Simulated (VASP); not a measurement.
A run of VASP 6.6.1:

The input POSCAR:

```
NiO
1.0
    2.1330558427      2.1330558427      0.0000000000
   -2.1330558427      2.1330558427      0.0000000000
    0.0000000000      0.0000000000      3.9372811744
Ni O
2 2
Direct
    0.0000000000      0.0000000000      0.0000000000
    0.5000000000      0.5000000000      0.5000000000
    0.5000000000      0.5000000000      0.0000000000
    0.0000000000      0.0000000000      0.5000000000
```

File INCAR.step1:

```
PREC = Accurate ; ENCUT = 520
ISMEAR = 0 ; SIGMA = 0.02
LREAL = F ; LASPH = T
NELM = 150 ; ISPIN = 2
MAGMOM = 1.8 1.8 0.31 0.31 ; LMAXMIX = 4
NBANDS = 28 ; GGA = PE
ALGO = Normal ; EDIFF = 1E-4
LWAVE = T ; LCHARG = F
```

The input INCAR.step2:

```
PREC = Accurate ; ENCUT = 520
EDIFF = 1E-7 ; ISMEAR = 0
SIGMA = 0.02 ; LREAL = F
LASPH = T ; NELM = 150
ALGO = Normal ; ISIF = 2
LWAVE = F ; LCHARG = T
ISPIN = 2 ; MAGMOM = 1.8 1.8 0.31 0.31
LORBIT = 11 ; LMAXMIX = 4
METAGGA = R2SCAN ; LMIXTAU = T
LELF = T ; LVHAR = T
NBANDS = 28 ; ISTART = 1
```

File KPOINTS:

```
regular mesh
0
Gamma
  10 10 8
```

Potentials or basis: VASP PAW PBE potentials, release 64 (Ni, O).

Run with:

```bash
$ cat potpaw_PBE.64/Ni/POTCAR potpaw_PBE.64/O/POTCAR > POTCAR
$ cp INCAR.step1 INCAR
$ mpirun -np 1 vasp_std > vasp.out
$ cp INCAR.step2 INCAR
$ mpirun -np 1 vasp_std > vasp.out
```

Hardware: 1 thread of Intel(R) Xeon(R) 6975P-C (Granite Rapids), with other jobs on the host.

Problem. Estimate the wall time of this run.

Solution. Run time: 4 min on 1 thread of Intel(R) Xeon(R) 6975P-C (Granite Rapids) (shared host), peak memory 0.27 GiB. Counts: k points 105.
